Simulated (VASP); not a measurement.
# CdSe (Fm-3m) in VASP: notebook, part 2 of 2

VASP 6.6.1. Earlier steps stand in the parts before.

## (4) Single point, r2SCAN+rVV10, non-collinear spin, zero start, spin-orbit coupling

This run uses another cell than the first one, of 23.74 Å³/atom.

Contents of POSCAR:

```
CdSe
1.0
    0.0000000000      2.8739580000      2.8739580000
    2.8739580000      0.0000000000      2.8739580000
    2.8739580000      2.8739580000      0.0000000000
Cd Se
1 1
Direct
    0.0000000000      0.0000000000      0.0000000000
    0.5000000000      0.5000000000      0.5000000000
```

Contents of INCAR.step1:

```
  PREC = Accurate
  ENCUT = 550
  ISMEAR = -5
  SIGMA = 0.05
  LREAL = False
  LASPH = True
  NELM = 200
  MAGMOM = 0 0 0 0 0 0
  LSORBIT = True
  GGA_COMPAT = False
  NBANDS = 30
  GGA = PE
  ALGO = Normal
  EDIFF = 1E-5
  LWAVE = True
  LCHARG = False
```

Contents of INCAR.step2:

```
  PREC = Accurate
  ENCUT = 550
  EDIFF = 1E-6
  ISMEAR = -5
  SIGMA = 0.05
  LREAL = False
  LASPH = True
  NELM = 200
  ALGO = Normal
  ISIF = 2
  LWAVE = False
  LCHARG = False
  MAGMOM = 0 0 0 0 0 0
  LORBIT = 11
  LSORBIT = True
  GGA_COMPAT = False
  LORBMOM = True
  METAGGA = R2SCAN
  LMIXTAU = True
  LUSE_VDW = True
  IVDW_NL = 2
  BPARAM = 11.95
  CPARAM = 0.0093
  NBANDS = 30
  ISTART = 1
```

Contents of KPOINTS:

```
regular mesh
0
Gamma
  8 8 8
```

Potentials or basis: VASP PAW PBE potentials, release 64 (Cd, Se).

Started as:

```
cat potpaw_PBE.64/Cd/POTCAR potpaw_PBE.64/Se/POTCAR > POTCAR
cp INCAR.step1 INCAR
mpirun -np 1 vasp_ncl > vasp.out
cp INCAR.step2 INCAR
mpirun -np 1 vasp_ncl > vasp.out
```

OUTCAR:

```text
PREC = Accurate
   ENCUT = 550
   EDIFF = 1E-6
   ISMEAR = -5
   LREAL = False
   LASPH = True
   NELM = 200
   ISIF = 2
   LORBIT = 11
   LSORBIT = True
   METAGGA = R2SCAN
   IVDW_NL = 2
   BPARAM = 11.95
   ISTART = 1

 ion  position               nearest neighbor table
   1  0.000  0.000  0.000-   2 2.87   2 2.87   2 2.87   2 2.87   2 2.87   2 2.87
   2  0.500  0.500  0.500-   1 2.87   1 2.87   1 2.87   1 2.87   1 2.87   1 2.87

  LATTYP: Found a face centered cubic cell.
 ALAT       =     5.7479160000

  Lattice vectors:

 A1 = (   0.0000000000,   2.8739580000,   2.8739580000)
 A2 = (   2.8739580000,   0.0000000000,   2.8739580000)
 A3 = (   2.8739580000,   2.8739580000,   0.0000000000)

Analysis of symmetry for initial positions (statically):
=====================================================================
 Subroutine PRICEL returns:
 Original cell was already a primitive cell.

 Routine SETGRP: Setting up the symmetry group for a
 face centered cubic supercell.

 Subroutine GETGRP returns: Found 48 space group operations
 (whereof 48 operations were pure point group operations)
 out of a pool of 48 trial point group operations.

The static configuration has the point symmetry O_h .

Analysis of symmetry for dynamics (positions and initial velocities):
=====================================================================
 Subroutine PRICEL returns:
 Original cell was already a primitive cell.

 Routine SETGRP: Setting up the symmetry group for a
 face centered cubic supercell.

 Subroutine GETGRP returns: Found 48 space group operations
 (whereof 48 operations were pure point group operations)
 out of a pool of 48 trial point group operations.

The dynamic configuration has the point symmetry O_h .

Analysis of structural, dynamic, and magnetic symmetry:
=====================================================================
 Subroutine PRICEL returns:
 Original cell was already a primitive cell.

 Routine SETGRP: Setting up the symmetry group for a
 face centered cubic supercell.

 Subroutine GETGRP returns: Found 48 space group operations
 (whereof 48 operations were pure point group operations)
 out of a pool of 48 trial point group operations.

The overall configuration has the point symmetry O_h .

 Subroutine INISYM returns: Found 48 space group operations
 (whereof 48 operations are pure point group operations),
 and found     1 'primitive' translations

----------------------------------------------------------------------------------------

                                     Primitive cell

  volume of cell :      47.4757

  direct lattice vectors                    reciprocal lattice vectors
     0.000000000  2.873958000  2.873958000    -0.173976098  0.173976098  0.173976098
[... 939 lines left out ...]
     29      13.8281      0.00000
     30      13.8281      0.00000

 [... further k-points ...]

------------------------ aborting loop because EDIFF is reached ----------------------------------------

  FORCE on cell =-STRESS in cart. coord.  units (eV):
  Direction    XX          YY          ZZ          XY          YZ          ZX
  --------------------------------------------------------------------------------------
  -------------------------------------------------------------------------------------
  Total       -0.8064678     -0.8064678     -0.8064678      0.0000000     -0.0000000     -0.0000000
  in kB      -27.2161302    -27.2161302    -27.2161302      0.0000000     -0.0000000     -0.0000000
  external PRESSURE =     -27.2161302 kB  Pullay stress =       0.0000000 kB

 VOLUME and BASIS-vectors are now :
 -----------------------------------------------------------------------------
  energy-cutoff  :      550.00
  volume of cell :       47.48
      direct lattice vectors                 reciprocal lattice vectors
     0.000000000  2.873958000  2.873958000    -0.173976098  0.173976098  0.173976098
     2.873958000  0.000000000  2.873958000     0.173976098 -0.173976098  0.173976098
     2.873958000  2.873958000  0.000000000     0.173976098  0.173976098 -0.173976098

 POSITION                                       TOTAL-FORCE (eV/Angst)
 -----------------------------------------------------------------------------------
      0.00000      0.00000      0.00000         0.000000      0.000000      0.000000
      2.87396      2.87396      2.87396        -0.000000     -0.000000     -0.000000
 -----------------------------------------------------------------------------------
    total drift:                                0.000000     -0.000000     -0.000000

  FREE ENERGIE OF THE ION-ELECTRON SYSTEM (eV)
  ---------------------------------------------------
  free  energy   TOTEN  =       -35.2216215400 eV

  energy  without entropy=      -35.2216215400  energy(sigma->0) =      -35.22162154

 orbital moment (x)

 # of ion     p       d       tot
 ----------------------------------------
  1         0.000  -0.000  -0.000
  2         0.000   0.000   0.000
 ----------------------------------------
            0.000  -0.000  -0.000

 orbital moment (y)

 # of ion     p       d       tot
 ----------------------------------------
  1         0.000  -0.000  -0.000
  2         0.000  -0.000  -0.000
 ----------------------------------------
            0.000  -0.000  -0.000

 orbital moment (z)

 # of ion     p       d       tot
 ----------------------------------------
  1         0.000   0.000   0.000
  2         0.000   0.000   0.000
 ----------------------------------------
            0.000   0.000   0.000

 Spin-Orbit-Coupling matrix elements

 Ion:    1  E_soc:     -0.0507224
 l=   1
     0.0000000    -0.0018208    -0.0018208
    -0.0018208     0.0000000    -0.0018208
    -0.0018208    -0.0018208     0.0000000
 l=   2
     0.0000000    -0.0013406     0.0000000    -0.0013406    -0.0052923
    -0.0013406     0.0000000    -0.0039692    -0.0013406    -0.0013231
     0.0000000    -0.0039692     0.0000000    -0.0039692     0.0000000
    -0.0013406    -0.0013406    -0.0039692     0.0000000    -0.0013231
    -0.0052923    -0.0013231     0.0000000    -0.0013231     0.0000000
 l=   3
     0.0000000     0.0000000     0.0000000     0.0000000     0.0000000     0.0000000     0.0000000
     0.0000000     0.0000000     0.0000000     0.0000000     0.0000000     0.0000000     0.0000000
     0.0000000     0.0000000     0.0000000     0.0000000     0.0000000     0.0000000     0.0000000
     0.0000000     0.0000000     0.0000000     0.0000000     0.0000000     0.0000000     0.0000000
     0.0000000     0.0000000     0.0000000     0.0000000     0.0000000     0.0000000     0.0000000
     0.0000000     0.0000000     0.0000000     0.0000000     0.0000000     0.0000000     0.0000000
     0.0000000     0.0000000     0.0000000     0.0000000     0.0000000     0.0000000     0.0000000

 Ion:    2  E_soc:     -0.0385271
 l=   1
     0.0000000    -0.0064162    -0.0064162
    -0.0064162     0.0000000    -0.0064162
    -0.0064162    -0.0064162     0.0000000
 l=   2
     0.0000000    -0.0000003     0.0000000    -0.0000003    -0.0000046
    -0.0000003     0.0000000    -0.0000035    -0.0000003    -0.0000012
     0.0000000    -0.0000035     0.0000000    -0.0000035     0.0000000
    -0.0000003    -0.0000003    -0.0000035     0.0000000    -0.0000012
    -0.0000046    -0.0000012     0.0000000    -0.0000012     0.0000000
 l=   3
     0.0000000     0.0000000     0.0000000     0.0000000     0.0000000     0.0000000     0.0000000
     0.0000000     0.0000000     0.0000000     0.0000000     0.0000000     0.0000000     0.0000000
     0.0000000     0.0000000     0.0000000     0.0000000     0.0000000     0.0000000     0.0000000
     0.0000000     0.0000000     0.0000000     0.0000000     0.0000000     0.0000000     0.0000000
     0.0000000     0.0000000     0.0000000     0.0000000     0.0000000     0.0000000     0.0000000
     0.0000000     0.0000000     0.0000000     0.0000000     0.0000000     0.0000000     0.0000000
     0.0000000     0.0000000     0.0000000     0.0000000     0.0000000     0.0000000     0.0000000

 total charge

# of ion       s       p       d       tot
------------------------------------------
    1        0.365   0.221   9.591  10.178
    2        1.453   2.411   0.016   3.880
--------------------------------------------------
tot          1.818   2.632   9.608  14.058

 magnetization (x)

# of ion       s       p       d       tot
------------------------------------------
    1        0.000   0.000   0.000   0.000
    2       -0.000  -0.000  -0.000  -0.000
--------------------------------------------------
tot         -0.000  -0.000   0.000   0.000

 magnetization (y)

# of ion       s       p       d       tot
------------------------------------------
    1       -0.000   0.000   0.000   0.000
    2       -0.000  -0.000   0.000  -0.000
--------------------------------------------------
tot         -0.000   0.000   0.000   0.000

 magnetization (z)

# of ion       s       p       d       tot
------------------------------------------
    1        0.000  -0.000   0.000  -0.000
    2        0.000   0.000  -0.000  -0.000
--------------------------------------------------
tot          0.000  -0.000   0.000  -0.000
```

Run time: 5.6 min. Hardware: 1 thread of AMD EPYC 9R45 (Zen 5), shared host; peak memory 0.55 GiB.

What came out:

```
Free energy                                           : -35.2216 eV
Pressure                                              : -2.7 GPa
Net moment                                            : 0.00 μB per cell
Valence electrons inside the program's atomic spheres : Cd 10.18; Se 3.88
```

Moments on the atoms (μB; x, y, z):
```
Cd  0.00 0.00 0.00
Se  0.00 0.00 0.00
```

Caveat: the PAW data sets were made with another functional, which shifts forces and pressure a little.

## (5) Overview

```csv
level,spin,cell,k mesh,cutoff (eV),smearing,grid for exact exchange (PRECFOCK),share of exact exchange,pressure (GPa),moment (μB)
PBEsol,"non-collinear, zero start, SOC","a = 4.091 Å, angles 60.0°, 2 atoms",8 × 8 × 8,520,fermi-dirac 0.05 eV,-,-,-4.5,0.00
r2SCAN0+D3(BJ),off,"a = 4.064 Å, angles 60.0°, 2 atoms",4 × 4 × 4,440,gaussian 0.02 eV,Normal,0.25,-4.4,-
r2SCAN+rVV10,"non-collinear, zero start, SOC","a = 4.064 Å, angles 60.0°, 2 atoms",8 × 8 × 8,550,tetrahedron,-,-,-2.7,0.00
```

Alike in all rows: task single point; potentials or basis VASP PAW PBE potentials, release 64 (Cd, Se).

Caveats: some runs use coarse meshes; the PAW data sets were made with another functional, which shifts forces and pressure a little; the cell stands under tension (at least some runs).

Absolute energies hang on the potentials; compare differences alone.
